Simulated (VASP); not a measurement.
# Cd (P6_3/mmc) in VASP: a series of runs

Cd is run at these levels: PBEsol; tasks: single point, relaxation of cell and atoms.

Program: VASP 6.6.1. These are calculated values, not measurements. Logs are shortened: lines on timing, memory, paths and dates and some standing lists are left out, and cuts for length are marked.

**1. The cell of the first run**

It takes space group P6_3/mmc (No. 194, hexagonal). Conventional cell: a = 2.962 Å, b = 2.962 Å, c = 5.519 Å, α = 90.00°, β = 90.00°, γ = 120.00°. Cd (site symmetry -6m2) has 12 Cd at 2.96 to 3.25 Å within 3.9 Å.

**2. Single point, PBEsol**

INCAR

```
ALGO     = Normal         # electronic algorithm
EDIFF    = 1E-6           # SCF threshold, eV
ENCUT    = 520            # plane-wave cutoff, eV
GGA      = PS             # functional
ISIF     = 2              # what is computed and relaxed
ISMEAR   = -1             # smearing method
LASPH    = True           # aspherical terms in the spheres
LCHARG   = False          # write CHGCAR
LREAL    = False          # projectors in reciprocal space
LWAVE    = False          # write WAVECAR
NBANDS   = 19             # bands
NELM     = 60             # most SCF steps
PREC     = Accurate       # precision mode
SIGMA    = 0.05           # smearing width, eV
```

KPOINTS

```
k-points
0
Gamma
  17 17 8
```

POSCAR

```
Cd
1.0
    2.9619979454      0.0000000000      0.0000000000
   -1.4809989727      2.5651654666      0.0000000000
    0.0000000000      0.0000000000      5.5194111271
Cd
2
Direct
    0.3333333333      0.6666666667      0.2500000000
    0.6666666667      0.3333333333      0.7500000000
```

Potentials or basis: VASP PAW PBE potentials, release 64 (Cd).

On the command line:

```bash
cat potpaw_PBE.64/Cd/POTCAR > POTCAR
mpirun -np 1 vasp_std > vasp.out
```

OUTCAR:

```text
EDIFF = 1E-6
   ENCUT = 520
   GGA = PS
   ISIF = 2
   ISMEAR = -1
   LASPH = True
   LREAL = False
   NELM = 60
   PREC = Accurate

 ion  position               nearest neighbor table
   1  0.333  0.667  0.250-   2 3.25   2 3.25   2 3.25   2 3.25   2 3.25   2 3.25
   2  0.667  0.333  0.750-   1 3.25   1 3.25   1 3.25   1 3.25   1 3.25   1 3.25

  LATTYP: Found a hexagonal cell.
 ALAT       =     2.9619979454
 C/A-ratio  =     1.8634081552

  Lattice vectors:

 A1 = (   2.9619979454,   0.0000000000,   0.0000000000)
 A2 = (  -1.4809989727,   2.5651654666,   0.0000000000)
 A3 = (   0.0000000000,   0.0000000000,   5.5194111271)

Analysis of symmetry for initial positions (statically):
=====================================================================
 Subroutine PRICEL returns:
 Original cell was already a primitive cell.

 Routine SETGRP: Setting up the symmetry group for a
 hexagonal supercell.

 Subroutine GETGRP returns: Found 24 space group operations
 (whereof 12 operations were pure point group operations)
 out of a pool of 24 trial point group operations.

The static configuration has the point symmetry D_3d.
 The point group associated with its full space group is D_6h.

Analysis of symmetry for dynamics (positions and initial velocities):
=====================================================================
 Subroutine PRICEL returns:
 Original cell was already a primitive cell.

 Routine SETGRP: Setting up the symmetry group for a
 hexagonal supercell.

 Subroutine GETGRP returns: Found 24 space group operations
 (whereof 12 operations were pure point group operations)
 out of a pool of 24 trial point group operations.

The dynamic configuration has the point symmetry D_3d.
 The point group associated with its full space group is D_6h.

 Subroutine INISYM returns: Found 24 space group operations
 (whereof 12 operations are pure point group operations),
 and found     1 'primitive' translations

----------------------------------------------------------------------------------------

                                     Primitive cell

  volume of cell :      41.9366

  direct lattice vectors                    reciprocal lattice vectors
[... 69 lines left out ...]
   k-points           NKPTS =    165   k-points in BZ     NKDIM =    165   number of bands    NBANDS=     19
   number of dos      NEDOS =    301   number of ions     NIONS =      2
   total plane-waves  NPLWV =  24192
   dimension x,y,z NGX =    24 NGY =   24 NGZ =   42
   dimension x,y,z NGXF=    48 NGYF=   48 NGZF=   84
   ions per type =               2
   NGX,Y,Z   is equivalent  to a cutoff of  13.47, 13.47, 12.65 a.u.
   NGXF,Y,Z  is equivalent  to a cutoff of  26.94, 26.94, 25.30 a.u.
 SYSTEM =  unknown system
   PREC   = accura    normal or accurate (medium, high low for compatibility)
   ISTART =      0    job   : 0-new  1-cont  2-samecut
   ICHARG =      2    charge: 1-file 2-atom 10-const
   ISPIN  =      1    spin polarized calculation?
   LNONCOLLINEAR =      F non collinear calculations
   LSORBIT =      F    spin-orbit coupling
   LASPH  =      T    aspherical Exc in radial PAW
   ENCUT  =  520.0 eV  38.22 Ry    6.18 a.u.   5.51  5.51 10.26*2*pi/ulx,y,z
   NELM   =     60;   NELMIN=  2; NELMDL= -5     # of ELM steps
   EDIFF  = 0.1E-05   stopping-criterion for ELM
   LREAL  =      F    real-space projection
[... 7 lines left out ...]
   TEBEG  =    0.0;   TEEND  =   0.0 temperature during run
   PSTRESS=    0.0 pullay stress
   NELECT =      24.0000    total number of electrons
   NUPDOWN=      -1.0000    fix difference up-down
   EMIN   =  10.00;   EMAX   =-10.00  energy-range for DOS
   EFERMI =   0.00;   METHOD = LEGACY
   ISMEAR =    -1;   SIGMA  =   0.05  broadening in eV -4-tet -1-fermi 0-gaus
   EFERMI_NEDOS =   21; number of points for ismear=-14 and -15
   IALGO  =     38    algorithm
   IMIX   =      4    mixing-type and parameters
     AMIX     =   0.40;   BMIX     =  1.00
     AMIX_MAG =   1.60;   BMIX_MAG =  1.00
  volume/ion in A,a.u.               =      20.97       141.50
  Fermi-wavevector in a.u.,A,eV,Ry     =   1.359192  2.568501 25.135459  1.847404
  Thomas-Fermi vector in A             =   2.485961
   LORBIT       =      0    0 simple, 1 ext, 2 COOP (PROOUT), +10 PAW based schemes
   GGA     = PS    functional components
   LHFCALC =     F    Hartree Fock is set to
   AEXX    =    0.0000 exact exchange contribution
   IVDW    =     0    specifies the selected vdW correction
   LEPSILON=     F    determine dielectric tensor
   LRPA    =     F    only Hartree local field effects (RPA)
 non-spin polarized calculation
  energy-cutoff  :      520.00
  volume of cell :       41.94
 maximum number of plane-waves:      1172
 NGX is ok and might be reduce to    24
   NGX = 11   NGY = 11   NGZ = 21

 number of electron      24.0000006 magnetization

 Free energy of the ion-electron system (eV)
  ---------------------------------------------------
  ext. energy  EPLUGINS =         0.00000000
  ---------------------------------------------------
  free energy    TOTEN  =        -2.39589421 eV

  energy without entropy =       -2.39107453  energy(sigma->0) =       -2.39348437

 E-fermi :   3.0071     XC(G=0): -11.3680

 val. band max:        2.9942420626   @ k =   0.3529   0.2941   0.2500
 cond. band min:       3.0235315119   @ k =   0.3529   0.2353   0.2500
 fundamental gap:      0.0292894493
 Fermi energy:         3.0070737126

 k-point     1 :       0.0000    0.0000    0.0000
  band No.  band energies     occupation
      1      -6.9477      2.00000
      2      -6.6470      2.00000
      3      -6.2568      2.00000
      4      -6.2568      2.00000
      5      -6.1980      2.00000
      6      -6.1980      2.00000
[... 505 lines left out ...]
      6      -6.0935      2.00000
[... 11 lines left out ...]
     18      13.9622      0.00000
     19      14.5802      0.00000

 [... further k-points ...]
[... 5 lines left out ...]
  --------------------------------------------------------------------------------------
  -------------------------------------------------------------------------------------
  Total        0.1203413      0.1203413      0.0589456      0.0000000     -0.0000000      0.0000000
  in kB        4.5976134      4.5976134      2.2520048      0.0000000     -0.0000000      0.0000000
  external PRESSURE =       3.8157439 kB  Pullay stress =       0.0000000 kB

 VOLUME and BASIS-vectors are now :
 -----------------------------------------------------------------------------
  energy-cutoff  :      520.00
  volume of cell :       41.94
      direct lattice vectors                 reciprocal lattice vectors
     2.961997945  0.000000000  0.000000000     0.337609957  0.194919200  0.000000000
    -1.480998973  2.565165467  0.000000000     0.000000000  0.389838400  0.000000000
     0.000000000  0.000000000  5.519411127     0.000000000  0.000000000  0.181178748

 POSITION                                       TOTAL-FORCE (eV/Angst)
 -----------------------------------------------------------------------------------
     -0.00000      1.71011      1.37985        -0.000000      0.000000      0.000000
      1.48100      0.85506      4.13956         0.000000     -0.000000      0.000000
 -----------------------------------------------------------------------------------
    total drift:                               -0.000000      0.000000      0.000000

  FREE ENERGIE OF THE ION-ELECTRON SYSTEM (eV)
  ---------------------------------------------------
  free  energy   TOTEN  =        -2.3958942052 eV

  energy  without entropy=       -2.3910745342  energy(sigma->0) =       -2.39348437
```

Wall time 86 s (1 thread of Oxide Virtual Turin-like, shared host); peak memory 0.2 GiB.

Results:

```
Free energy            : -2.3959 eV
Pressure               : 0.4 GPa
Band gap on the k mesh : zero (bands 12 and 13 overlap by 4.22 eV)
```

Caveat: the PAW data sets were made with another functional, which shifts forces and pressure a little.

**3. Relaxation of cell and atoms, PBEsol**

This run uses another cell than the first one, of 21.59 Å³/atom.

INCAR

```
PREC     = Accurate       # precision mode
ENCUT    = 600            # plane-wave cutoff, eV
EDIFF    = 1E-7           # SCF threshold, eV
ISMEAR   = -1             # smearing method
SIGMA    = 0.05           # smearing width, eV
LREAL    = False          # projectors in reciprocal space
LASPH    = True           # aspherical terms in the spheres
NELM     = 60             # most SCF steps
ALGO     = Normal         # electronic algorithm
ISIF     = 3              # what is computed and relaxed
LWAVE    = False          # write WAVECAR
LCHARG   = False          # write CHGCAR
GGA      = PS             # functional
IBRION   = 2              # ionic algorithm
NSW      = 80             # ionic steps
EDIFFG   = -0.01          # ionic threshold
```

KPOINTS

```
regular mesh
0
Gamma
  17 17 8
```

POSCAR

```
Cd
1.0
    2.9788700000      0.0000000000      0.0000000000
   -1.4894350000      2.5797770000      0.0000000000
    0.0000000000      0.0000000000      5.6176500000
Cd
2
Direct
    0.3333333333      0.6666666667      0.2500000000
    0.6666666667      0.3333333333      0.7500000000
```

Potentials or basis: VASP PAW PBE potentials, release 64 (Cd).

On the command line:

```bash
cat potpaw_PBE.64/Cd/POTCAR > POTCAR
mpirun -np 1 vasp_std > vasp.out
```

It took 3.5 min on 1 thread of Oxide Virtual Turin-like, shared host; peak memory 0.23 GiB.

It converged, with:

```yaml
Free_energy: -2.3968 eV
Relaxed_volume: 21.04 Å³/atom
Relaxed_cell: a = 2.966 Å, b = 2.966 Å, c = 5.524 Å, α = 90.00°, β = 90.00°, γ = 120.00°
Space_group_after_relaxing_to_0.1_Å: P6_3/mmc (No. 194)
Energy_gained_by_relaxing: 2.3 meV/atom
Ionic_steps: 5
Pressure_after_relaxing: 0.0 GPa
Band_gap_on_the_k_mesh: zero (bands 12 and 13 overlap by 4.21 eV)
```

Stress tensor (GPa, compression positive):
```
 0.07  0.00  0.00
 0.00  0.07  0.00
 0.00  0.00 -0.04
```

The path:
```csv
step,energy change (eV),largest force (eV/Å),pressure (GPa),volume (Å³)
1,0.0000,0.0000,-1.25,43.17
2,-0.0039,0.0000,0.15,42.12
3,-0.0039,0.0000,0.03,42.21
4,-0.0044,0.0000,0.03,42.16
5,-0.0047,0.0000,0.03,42.09
```

Final structure:
```xyz
2
Lattice="2.9662 0.0000 0.0000 -1.4831 2.5688 0.0000 0.0000 0.0000 5.5239" Properties=species:S:1:pos:R:3 pbc="T T T"
Cd    0.0000    1.7125    1.3810
Cd    1.4831    0.8563    4.1429
```

Levels at points of the mesh, in eV from the Fermi level:
```tsv
k point	band 8	band 9	band 10	band 11	band 12	band 13	band 14	band 15	band 16
(0.00, 0.00, 0.00)	-8.72	-8.72	-8.44	-8.44	-3.15	-2.89	11.02	14.44	14.90
(0.00, 0.00, 0.50)	-8.56	-8.56	-8.56	-7.52	-7.52	3.97	3.97	14.78	14.78
```

Caveat: the PAW data sets were made with another functional, which shifts forces and pressure a little.

The gap in the log of VASP goes by the Fermi energy; the results here count the filled bands.